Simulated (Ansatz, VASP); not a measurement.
# Al: VASP beside Ansatz

File INCAR:

```
SYSTEM = Al
  PREC = Accurate
  ENCUT = 600
  EDIFF = 1E-6
  ISMEAR = -1
  SIGMA = 0.15
  LREAL = .FALSE.
  LASPH = .TRUE.
  NELM = 80
  ALGO = Normal
  ISIF = 3
  LWAVE = .FALSE.
  LCHARG = .FALSE.
  GGA = PS
  IBRION = 2
  NSW = 80
  EDIFFG = -0.001
```

Contents of KPOINTS:

```
Automatic mesh
0
G
  18 18 18
  0 0 0
```

File POSCAR:

```
Al
1.0
    0.0000000000      2.0075591387      2.0075591387
    2.0075591387      0.0000000000      2.0075591387
    2.0075591387      2.0075591387      0.0000000000
Al
1
Direct
    0.0000000000      0.0000000000      0.0000000000
```

Input for Ansatz:

```yaml
crystal:
  lattice:
    - [0.0, 2.0075591387, 2.0075591387]
    - [2.0075591387, 0.0, 2.0075591387]
    - [2.0075591387, 2.0075591387, 0.0]
  atoms:
    - { symbol: Al, position: [0.0, 0.0, 0.0] }
basis:
  ecutwfc: 420
kpoints:
  mp_grid: { grid: [18, 18, 18] }
hamiltonian:
  xc: pbesol
  pseudopotentials: { kind: paw }
scf:
  occupations: { method: fermi_dirac, width: 0.15 }
output:
  forces: true
  stress: true
  eigenvalues: true
relax:
  adjacent_minimum: "off"
  f_tol: 0.001
  max_steps: 60
  cell: { stress_tol: 0.01 }
```

Alike in both runs: task relaxation of cell and atoms; functional PBEsol; k mesh 18 × 18 × 18; occupations fermi-dirac, width 0.15 eV; no spin polarisation.

|  | VASP | Ansatz |
| --- | --- | --- |
| version | VASP 6.6.1 | Ansatz 0.2.0 |
| potentials or method | VASP PAW PBE potentials, release 64 (Al), cutoff 600 eV | scalar-relativistic, plane waves, PAW |
| valence electrons in the cell | 3 | 3 |

VASP gave:

- gap on the k mesh at the Fermi level, each at its own relaxed structure (eV): none
- relaxed volume (Å³/atom): 16.21
- relaxed length of the cell vector where the two differ most in proportion (Å): 2.841

Q: Estimate Ansatz's values.

A: gap on the k mesh at the Fermi level, each at its own relaxed structure (eV): none; relaxed volume (Å³/atom): 16.20; relaxed length of the cell vector where the two differ most in proportion (Å): 2.840.

VASP's potentials were made for PBE, not for PBEsol. A gap of «none» marks a metal or a gap that the smearing closes.
